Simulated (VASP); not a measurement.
# BAs (P-6m2) in VASP: single point with PBE

Aim: the single point of BAs with PBE.

Program: VASP 6.6.1. These are calculated values, not measurements. Logs are shortened: lines on timing, memory, paths and dates and some standing lists are left out, and cuts for length are marked.

## (1) The cell of the first run

It takes space group P-6m2 (No. 187, hexagonal). Conventional cell: a = 3.116 Å, b = 3.116 Å, c = 3.041 Å, α = 90.00°, β = 90.00°, γ = 120.00°. B (site symmetry -6m2) has 6 As at 2.36 Å and 2 B at 3.04 Å within 3.1 Å. As (site symmetry -6m2) has 6 B at 2.36 Å and 2 As at 3.04 Å within 3.1 Å.

## (2) Single point, PBE

INCAR reads:

```
SYSTEM = BAs
  PREC = Accurate
  ENCUT = 500
  EDIFF = 1E-6
  ISMEAR = 0
  SIGMA = 0.1
  LREAL = .False.
  LASPH = .True.
  NELM = 120
  ALGO = Normal
  ISIF = 2
  LWAVE = .False.
  LCHARG = .False.
  GGA = PE
  NBANDS = 11
  GGA_COMPAT = .False.
```

KPOINTS reads:

```
Automatic mesh
0
Gamma
  6 6 6
  0 0 0
```

POSCAR reads:

```
BAs
1.0
    3.1160105200      0.0000000000      0.0000000000
   -1.5580052600      2.6985442700      0.0000000000
    0.0000000000      0.0000000000      3.0410719500
B As
1 1
Direct
    0.6666666700      0.3333333300      0.5000000000
    0.0000000000      0.0000000000      0.0000000000
```

Potentials or basis: VASP PAW PBE potentials, release 64 (B, As).

Launch:

```bash
$ cat potpaw_PBE.64/B/POTCAR potpaw_PBE.64/As/POTCAR > POTCAR
$ mpirun -np 1 vasp_std > vasp.out
```

OUTCAR:

```text
SYSTEM = BAs
   PREC = Accurate
   ENCUT = 500
   EDIFF = 1E-6
   ISMEAR = 0
   LREAL = .False.
   LASPH = .True.
   NELM = 120
   ISIF = 2
   GGA = PE

 ion  position               nearest neighbor table
   1  0.667  0.333  0.500-   2 2.36   2 2.36   2 2.36   2 2.36   2 2.36   2 2.36
   2  0.000  0.000  0.000-   1 2.36   1 2.36   1 2.36   1 2.36   1 2.36   1 2.36

  LATTYP: Found a hexagonal cell.
 ALAT       =     3.1160105200
 C/A-ratio  =     0.9759504759

  Lattice vectors:

 A1 = (   3.1160105200,   0.0000000000,   0.0000000000)
 A2 = (  -1.5580052600,   2.6985442700,   0.0000000000)
 A3 = (   0.0000000000,   0.0000000000,   3.0410719500)

Analysis of symmetry for initial positions (statically):
=====================================================================
 Subroutine PRICEL returns:
 Original cell was already a primitive cell.

 Routine SETGRP: Setting up the symmetry group for a
 hexagonal supercell.

 Subroutine GETGRP returns: Found 12 space group operations
 (whereof 12 operations were pure point group operations)
 out of a pool of 24 trial point group operations.

The static configuration has the point symmetry D_3h.

Analysis of symmetry for dynamics (positions and initial velocities):
=====================================================================
 Subroutine PRICEL returns:
 Original cell was already a primitive cell.

 Routine SETGRP: Setting up the symmetry group for a
 hexagonal supercell.

 Subroutine GETGRP returns: Found 12 space group operations
 (whereof 12 operations were pure point group operations)
 out of a pool of 24 trial point group operations.

The dynamic configuration has the point symmetry D_3h.

 Subroutine INISYM returns: Found 12 space group operations
 (whereof 12 operations are pure point group operations),
 and found     1 'primitive' translations

----------------------------------------------------------------------------------------

                                     Primitive cell

  volume of cell :      25.5714

  direct lattice vectors                    reciprocal lattice vectors
     3.116010520  0.000000000  0.000000000     0.320923178  0.185285083  0.000000000
    -1.558005260  2.698544270  0.000000000     0.000000000  0.370570167  0.000000000
     0.000000000  0.000000000  3.041071950     0.000000000  0.000000000  0.328831417

  length of vectors
     3.116010520  3.116010521  3.041071950     0.370570167  0.370570167  0.328831417

  position of ions in fractional coordinates (direct lattice)
     0.666666670  0.333333330  0.500000000
     0.000000000  0.000000000  0.000000000

  ion indices of the primitive-cell ions
   primitive index   ion index
                 1           1
                 2           2

----------------------------------------------------------------------------------------

 KPOINTS: Automatic mesh

Automatic generation of k-mesh.
 Grid dimensions read from file:
 generate k-points for:    6    6    6

 Generating k-lattice:

  Cartesian coordinates                     Fractional coordinates (reciprocal lattice)
     0.053487196  0.030880847  0.000000000     0.166666667  0.000000000  0.000000000
     0.000000000  0.061761694  0.000000000     0.000000000  0.166666667  0.000000000
     0.000000000  0.000000000  0.054805236     0.000000000  0.000000000  0.166666667

  Length of vectors
     0.061761694  0.061761694  0.054805236

  Shift w.r.t. Gamma in fractional coordinates (k-lattice)
     0.000000000  0.000000000  0.000000000

 Subroutine IBZKPT returns following result:
 ===========================================

 Found     28 irreducible k-points:

 Following reciprocal coordinates:
            Coordinates               Weight
  0.000000  0.000000  0.000000      1.000000
  0.166667  0.000000  0.000000      6.000000
  0.333333  0.000000  0.000000      6.000000
  0.500000  0.000000  0.000000      3.000000
  0.166667  0.166667  0.000000      6.000000
  0.333333  0.166667  0.000000     12.000000
[... 16 lines left out ...]
  0.166667  0.000000  0.500000      6.000000
  0.333333  0.000000  0.500000      6.000000
 [... further k-points ...]
   k-points           NKPTS =     28   k-points in BZ     NKDIM =     28   number of bands    NBANDS=     11
   number of dos      NEDOS =    301   number of ions     NIONS =      2
   total plane-waves  NPLWV =  13824
   dimension x,y,z NGX =    24 NGY =   24 NGZ =   24
   dimension x,y,z NGXF=    48 NGYF=   48 NGZF=   48
   ions per type =               1   1
   NGX,Y,Z   is equivalent  to a cutoff of  12.80, 12.80, 13.12 a.u.
   NGXF,Y,Z  is equivalent  to a cutoff of  25.61, 25.61, 26.24 a.u.
 SYSTEM =  BAs
   PREC   = accura    normal or accurate (medium, high low for compatibility)
   ISTART =      0    job   : 0-new  1-cont  2-samecut
   ICHARG =      2    charge: 1-file 2-atom 10-const
   ISPIN  =      1    spin polarized calculation?
   LNONCOLLINEAR =      F non collinear calculations
   LSORBIT =      F    spin-orbit coupling
   LASPH  =      T    aspherical Exc in radial PAW
   ENCUT  =  500.0 eV  36.75 Ry    6.06 a.u.   5.68  5.68  5.54*2*pi/ulx,y,z
   NELM   =    120;   NELMIN=  2; NELMDL= -5     # of ELM steps
   EDIFF  = 0.1E-05   stopping-criterion for ELM
   LREAL  =      F    real-space projection
   EDIFFG = 0.1E-04   stopping-criterion for IOM
   NSW    =      0    number of steps for IOM
   IBRION =     -1    ionic relax: 0-MD 1-quasi-New 2-CG
   NFREE  =      0    steps in history (QN), initial steepest desc. (CG)
   ISIF   =      2    stress and relaxation
   ISYM   =      2    0-nonsym 1-usesym 2-fastsym
   POTIM  = 0.5000    time-step for ionic-motion
   TEBEG  =    0.0;   TEEND  =   0.0 temperature during run
   PSTRESS=    0.0 pullay stress
   NELECT =       8.0000    total number of electrons
   NUPDOWN=      -1.0000    fix difference up-down
   EMIN   =  10.00;   EMAX   =-10.00  energy-range for DOS
   EFERMI =   0.00;   METHOD = LEGACY
   ISMEAR =     0;   SIGMA  =   0.10  broadening in eV -4-tet -1-fermi 0-gaus
   EFERMI_NEDOS =   21; number of points for ismear=-14 and -15
   IALGO  =     38    algorithm
   IMIX   =      4    mixing-type and parameters
     AMIX     =   0.40;   BMIX     =  1.00
     AMIX_MAG =   1.60;   BMIX_MAG =  1.00
  volume/ion in A,a.u.               =      12.79        86.28
  Fermi-wavevector in a.u.,A,eV,Ry     =   1.111356  2.100158 16.804714  1.235112
  Thomas-Fermi vector in A             =   2.247918
   LORBIT       =      0    0 simple, 1 ext, 2 COOP (PROOUT), +10 PAW based schemes
   GGA     = PE    functional components
   LHFCALC =     F    Hartree Fock is set to
   AEXX    =    0.0000 exact exchange contribution
   IVDW    =     0    specifies the selected vdW correction
   LEPSILON=     F    determine dielectric tensor
   LRPA    =     F    only Hartree local field effects (RPA)
 non-spin polarized calculation
 Gauss-broadening in eV      SIGMA  =   0.10
  energy-cutoff  :      500.00
  volume of cell :       25.57
 maximum number of plane-waves:       660
 NGX is ok and might be reduce to    24
   NGX = 11   NGY = 11   NGZ = 11

 number of electron       8.0000001 magnetization

 Free energy of the ion-electron system (eV)
  ---------------------------------------------------
  ext. energy  EPLUGINS =         0.00000000
  ---------------------------------------------------
  free energy    TOTEN  =        -9.17576879 eV

  energy without entropy =       -9.16303018  energy(sigma->0) =       -9.16939949

 E-fermi :   6.7204     XC(G=0): -11.2514

 val. band max:        6.6890357293   @ k =   0.3333   0.0000   0.0000
 cond. band min:       6.7289008950   @ k =   0.3333   0.0000   0.3333
 fundamental gap:      0.0398651657
 Fermi energy:         6.7204090210

 k-point     1 :       0.0000    0.0000    0.0000
  band No.  band energies     occupation
      1      -8.8030      2.00000
      2       4.7919      2.00000
      3       7.3972      0.00000
      4       7.3972      0.00000
      5       7.9296      0.00000
      6      11.8444      0.00000
      7      11.8444      0.00000
      8      13.3314      0.00000
      9      17.7599      0.00000
     10      17.9883      0.00000
     11      22.8543      0.00000

 k-point     2 :       0.1667    0.0000    0.0000
  band No.  band energies     occupation
      1      -8.2969      2.00000
      2       4.1679      2.00000
      3       5.2904      2.00000
      4       6.3187      2.00000
      5       8.6642      0.00000
      6      11.0890      0.00000
      7      13.4328      0.00000
      8      15.6188      0.00000
      9      16.1408      0.00000
     10      18.9205      0.00000
     11      22.6284      0.00000

 k-point     3 :       0.3333    0.0000    0.0000
  band No.  band energies     occupation
      1      -6.8469      2.00000
      2       0.1039      2.00000
      3       5.0147      2.00000
      4       6.6890      1.34273
      5       8.6757      0.00000
      6      11.1475      0.00000
      7      13.1006      0.00000
      8      15.4878      0.00000
      9      15.9188      0.00000
     10      20.6645      0.00000
     11      23.1574      0.00000
[... 267 lines left out ...]
 k-point    23 :       0.1667    0.0000    0.5000
  band No.  band energies     occupation
      1      -5.6836      2.00000
      2      -2.8632      2.00000
      3       7.3050      0.00000
      4       8.0510      0.00000
      5       9.5803      0.00000
      6      10.0432      0.00000
      7      13.0343      0.00000
      8      14.2500      0.00000
      9      18.9467      0.00000
     10      19.4088      0.00000
     11      20.2209      0.00000

 k-point    24 :       0.3333    0.0000    0.5000
  band No.  band energies     occupation
      1      -4.1963      2.00000
      2      -1.4560      2.00000
      3       3.0453      2.00000
      4       4.6147      2.00000
      5       8.7481      0.00000
      6       8.8322      0.00000
      7      11.9901      0.00000
      8      13.3409      0.00000
      9      21.2867      0.00000
     10      21.6196      0.00000
     11      24.3388      0.00000

 [... further k-points ...]

------------------------ aborting loop because EDIFF is reached ----------------------------------------

  FORCE on cell =-STRESS in cart. coord.  units (eV):
  Direction    XX          YY          ZZ          XY          YZ          ZX
  --------------------------------------------------------------------------------------
  -------------------------------------------------------------------------------------
  Total        0.3936047      0.3936047     -1.3385466      0.0000000     -0.0000000     -0.0000000
  in kB       24.6612832     24.6612832    -83.8665790      0.0000000     -0.0000000     -0.0000000
  external PRESSURE =     -11.5146709 kB  Pullay stress =       0.0000000 kB

 VOLUME and BASIS-vectors are now :
 -----------------------------------------------------------------------------
  energy-cutoff  :      500.00
  volume of cell :       25.57
      direct lattice vectors                 reciprocal lattice vectors
     3.116010520  0.000000000  0.000000000     0.320923178  0.185285083  0.000000000
    -1.558005260  2.698544270  0.000000000     0.000000000  0.370570167  0.000000000
     0.000000000  0.000000000  3.041071950     0.000000000  0.000000000  0.328831417

 POSITION                                       TOTAL-FORCE (eV/Angst)
 -----------------------------------------------------------------------------------
      1.55801      0.89951      1.52054        -0.000000     -0.000000      0.000000
      0.00000      0.00000      0.00000         0.000000      0.000000      0.000000
 -----------------------------------------------------------------------------------
    total drift:                               -0.000001      0.000001     -0.000000

  FREE ENERGIE OF THE ION-ELECTRON SYSTEM (eV)
  ---------------------------------------------------
  free  energy   TOTEN  =        -9.1757687869 eV

  energy  without entropy=       -9.1630301831  energy(sigma->0) =       -9.16939949
```

Run time: 7.7 s. Hardware: 1 thread of Intel Xeon Platinum 8488C (Sapphire Rapids), shared host; peak memory 0.14 GiB.

Results:

```
Free energy            : -9.1758 eV
Pressure               : -1.2 GPa
Band gap on the k mesh : zero (band 4 reaches 10.11 eV, above the bottom of band 5 at 3.85 eV)
```

Levels at points of the mesh, in eV from the Fermi level:
```
           k point  band 1  band 2  band 3  band 4  band 5  band 6  band 7  band 8
(0.00, 0.00, 0.00)  -15.52   -1.93    0.68    0.68    1.21    5.12    5.12    6.61
(0.50, 0.00, 0.00)  -12.10   -9.03   -2.19    1.31    1.71    4.37    5.56    7.40
(0.00, 0.00, 0.50)  -12.92  -10.07    3.39    3.39    4.20    4.20    5.68    7.66
(0.50, 0.00, 0.50)   -9.42   -6.64   -6.16   -4.42    1.64    1.68    4.81    6.22
```

Caveat: the k points lie up to 0.39 Å⁻¹ apart.
